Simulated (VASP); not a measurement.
# MgO (Cmcm) in VASP: notebook, part 2 of 2

VASP 6.6.1.

### 3 Single point, PBEsol (mode 5 frozen in at +0.049 Å, strain +e along z and -e/2 along x and y +0.0000)

The input, INCAR:

```
PREC = Accurate ; ENCUT = 520
EDIFF = 1E-6 ; ISMEAR = 0
SIGMA = 0.05 ; LREAL = False
LASPH = True ; NELM = 100
ALGO = Normal ; ISIF = 2
LWAVE = False ; LCHARG = True
GGA = PS ; LELF = True
LVHAR = True ; NBANDS = 16
```

The input, KPOINTS:

```
Automatic mesh
0
Gamma
  9 9 6
```

The input, POSCAR:

```
MgO
1.0
    3.4947663863      0.0000000000      0.0000000000
   -1.7473831932      3.0265564708      0.0000000000
    0.0000000000      0.0000000000      4.1947132299
Mg O
2 2
Direct
    0.6747286342      0.3494572684      0.7500000000
    0.3252713658      0.6505427316      0.2500000000
    0.6607307308      0.3214614617      0.2500000000
    0.3392692692      0.6785385383      0.7500000000
```

Potentials or basis: VASP PAW PBE potentials, release 64 (Mg, O).

Started as:

```console
> cat potpaw_PBE.64/Mg/POTCAR potpaw_PBE.64/O/POTCAR > POTCAR
> mpirun -np 1 vasp_std > vasp.out
```

OUTCAR:

```text
PREC = Accurate
   ENCUT = 520
   EDIFF = 1E-6
   ISMEAR = 0
   LREAL = False
   LASPH = True
   NELM = 100
   ISIF = 2
   GGA = PS

 ion  position               nearest neighbor table
   1  0.675  0.349  0.750-   4 2.01   4 2.01   4 2.03   3 2.10   3 2.10   2 2.88   2 2.88   2 2.88
                             2 2.88   2 2.98   2 2.98
   2  0.325  0.651  0.250-   3 2.01   3 2.01   3 2.03   4 2.10   4 2.10   1 2.88   1 2.88   1 2.88
                             1 2.88   1 2.98   1 2.98
   3  0.661  0.321  0.250-   2 2.01   2 2.01   2 2.03   1 2.10   1 2.10
   4  0.339  0.679  0.750-   1 2.01   1 2.01   1 2.03   2 2.10   2 2.10

  LATTYP: Found a hexagonal cell.
 ALAT       =     3.4947663863
 C/A-ratio  =     1.2002843012

  Lattice vectors:

 A1 = (   3.4947663863,   0.0000000000,   0.0000000000)
 A2 = (  -1.7473831932,   3.0265564708,   0.0000000000)
 A3 = (   0.0000000000,   0.0000000000,   4.1947132299)

Analysis of symmetry for initial positions (statically):
=====================================================================
 Subroutine PRICEL returns:
 Original cell was already a primitive cell.

 Routine SETGRP: Setting up the symmetry group for a
 hexagonal supercell.

 Subroutine GETGRP returns: Found  8 space group operations
 (whereof  4 operations were pure point group operations)
 out of a pool of 24 trial point group operations.

The static configuration has the point symmetry C_2h.
 The point group associated with its full space group is D_2h.

Analysis of symmetry for dynamics (positions and initial velocities):
=====================================================================
 Subroutine PRICEL returns:
 Original cell was already a primitive cell.

 Routine SETGRP: Setting up the symmetry group for a
 hexagonal supercell.

 Subroutine GETGRP returns: Found  8 space group operations
 (whereof  4 operations were pure point group operations)
[... 122 lines left out ...]
   ISMEAR =     0;   SIGMA  =   0.05  broadening in eV -4-tet -1-fermi 0-gaus
   EFERMI_NEDOS =   21; number of points for ismear=-14 and -15
   IALGO  =     38    algorithm
   IMIX   =      4    mixing-type and parameters
     AMIX     =   0.40;   BMIX     =  1.00
     AMIX_MAG =   1.60;   BMIX_MAG =  1.00
  volume/ion in A,a.u.               =      11.09        74.85
  Fermi-wavevector in a.u.,A,eV,Ry     =   1.165266  2.202034 18.474602  1.357845
  Thomas-Fermi vector in A             =   2.301794
   LORBIT       =      0    0 simple, 1 ext, 2 COOP (PROOUT), +10 PAW based schemes
   GGA     = PS    functional components
   LHFCALC =     F    Hartree Fock is set to
   AEXX    =    0.0000 exact exchange contribution
   IVDW    =     0    specifies the selected vdW correction
   LEPSILON=     F    determine dielectric tensor
   LRPA    =     F    only Hartree local field effects (RPA)
 non-spin polarized calculation
 Gauss-broadening in eV      SIGMA  =   0.05
  energy-cutoff  :      520.00
  volume of cell :       44.37
 maximum number of plane-waves:      1228
 NGX is ok and might be reduce to    28
   NGX = 13   NGY = 13   NGZ = 15

 number of electron      16.0000009 magnetization

 Free energy of the ion-electron system (eV)
  ---------------------------------------------------
  ext. energy  EPLUGINS =         0.00000000
  ---------------------------------------------------
  free energy    TOTEN  =       -24.73532601 eV

  energy without entropy =      -24.73532601  energy(sigma->0) =      -24.73532601

 E-fermi :   2.0823     XC(G=0): -10.2749

 val. band max:        1.8367861519   @ k =   0.0000   0.0000   0.0000
 cond. band min:       5.0892211556   @ k =   0.0000   0.0000   0.0000
 fundamental gap:      3.2524350037
 Fermi energy:         2.0822848528

 k-point     1 :       0.0000    0.0000    0.0000
  band No.  band energies     occupation
      1     -15.0023      2.00000
      2     -13.5938      2.00000
      3      -1.8355      2.00000
      4       0.0648      2.00000
      5       0.1232      2.00000
      6       0.9418      2.00000
[... 433 lines left out ...]
      3      -1.7912      2.00000
      4      -0.5594      2.00000
      5      -0.4423      2.00000
      6      -0.1184      2.00000
[... 8 lines left out ...]
     15      16.4495      0.00000
     16      16.5806      0.00000

 [... further k-points ...]
[... 5 lines left out ...]
  --------------------------------------------------------------------------------------
  -------------------------------------------------------------------------------------
  Total        0.0206904     -0.2728966     -0.0894567      0.0000000      0.0000000      0.0000000
  in kB        0.7471557     -9.8546124     -3.2303831      0.0000000      0.0000000      0.0000000
  external PRESSURE =      -4.1126133 kB  Pullay stress =       0.0000000 kB

 VOLUME and BASIS-vectors are now :
 -----------------------------------------------------------------------------
  energy-cutoff  :      520.00
  volume of cell :       44.37
      direct lattice vectors                 reciprocal lattice vectors
     3.494766386  0.000000000  0.000000000     0.286142159  0.165204253  0.000000000
    -1.747383193  3.026556471  0.000000000     0.000000000  0.330408505  0.000000000
     0.000000000  0.000000000  4.194713230     0.000000000  0.000000000  0.238395319

 POSITION                                       TOTAL-FORCE (eV/Angst)
 -----------------------------------------------------------------------------------
      1.74738      1.05765      3.14603         0.000000     -0.345364      0.000000
     -0.00000      1.96890      1.04868        -0.000000      0.345364      0.000000
      1.74738      0.97292      1.04868        -0.000000      0.183086     -0.000000
      0.00000      2.05364      3.14603         0.000000     -0.183086      0.000000
 -----------------------------------------------------------------------------------
    total drift:                                0.000000     -0.000000      0.000000

  FREE ENERGIE OF THE ION-ELECTRON SYSTEM (eV)
  ---------------------------------------------------
  free  energy   TOTEN  =       -24.7353260083 eV

  energy  without entropy=      -24.7353260083  energy(sigma->0) =      -24.73532601
```

OSZICAR:

```text
N       E                     dE             d eps       ncg     rms          rms(c)
DAV:   1     0.595690024063E+02    0.59569E+02   -0.75327E+03  3208   0.888E+02
DAV:   2    -0.245446283606E+02   -0.84114E+02   -0.76825E+02  4480   0.196E+02
DAV:   3    -0.283341715228E+02   -0.37895E+01   -0.37800E+01  3664   0.428E+01
DAV:   4    -0.283492039471E+02   -0.15032E-01   -0.15032E-01  3840   0.314E+00
DAV:   5    -0.283492784619E+02   -0.74515E-04   -0.74515E-04  3664   0.211E-01    0.104E+01
DAV:   6    -0.248480719390E+02    0.35012E+01   -0.90233E+00  3384   0.232E+01    0.352E+00
DAV:   7    -0.247744295297E+02    0.73642E-01   -0.14456E-01  3240   0.309E+00    0.207E+00
DAV:   8    -0.247375105962E+02    0.36919E-01   -0.93288E-02  3632   0.318E+00    0.508E-01
DAV:   9    -0.247348541295E+02    0.26565E-02   -0.66744E-03  3800   0.720E-01    0.110E-01
DAV:  10    -0.247353211989E+02   -0.46707E-03   -0.36408E-04  3280   0.150E-01    0.198E-02
DAV:  11    -0.247353278996E+02   -0.67007E-05   -0.14135E-05  3784   0.267E-02    0.165E-02
DAV:  12    -0.247353263620E+02    0.15376E-05   -0.33782E-06  3280   0.152E-02    0.503E-03
DAV:  13    -0.247353260083E+02    0.35367E-06   -0.91014E-07  1752   0.779E-03
   1 F= -.24735326E+02 E0= -.24735326E+02  d E =-.196723E-14
```

It took 24 s on 1 thread of Intel Xeon 6975P-C (Granite Rapids), shared host; peak memory 0.2 GiB.

Results:

```yaml
Free_energy: -24.7353 eV
Pressure: -0.4 GPa
Largest_force: 0.345 eV/Å
Band_gap_on_the_k_mesh: 3.25 eV, direct
```

Forces on the atoms (eV/Å):
```
Mg   0.000 -0.345  0.000
Mg   0.000  0.345  0.000
O    0.000  0.183  0.000
O    0.000 -0.183  0.000
```

Levels at points of the mesh, in eV from the valence-band top:
```
           k point  band 4  band 5  band 6  band 7  band 8  band 9  band 10  band 11  band 12  band 13
(0.00, 0.00, 0.00)   -1.77   -1.71   -0.90   -0.73    0.00    3.25     9.29    11.97    12.16    12.58
(0.00, 0.00, 0.50)   -2.45   -1.32   -1.32   -1.28   -1.28    6.29     6.29    12.67    12.67    12.73
```

Caveat: the cell differs from its parent crystal (mode 5 frozen in at +0.049 Å, strain +e along z and -e/2 along x and y +0.0000); the PAW data sets were made with another functional, which shifts forces and pressure a little.
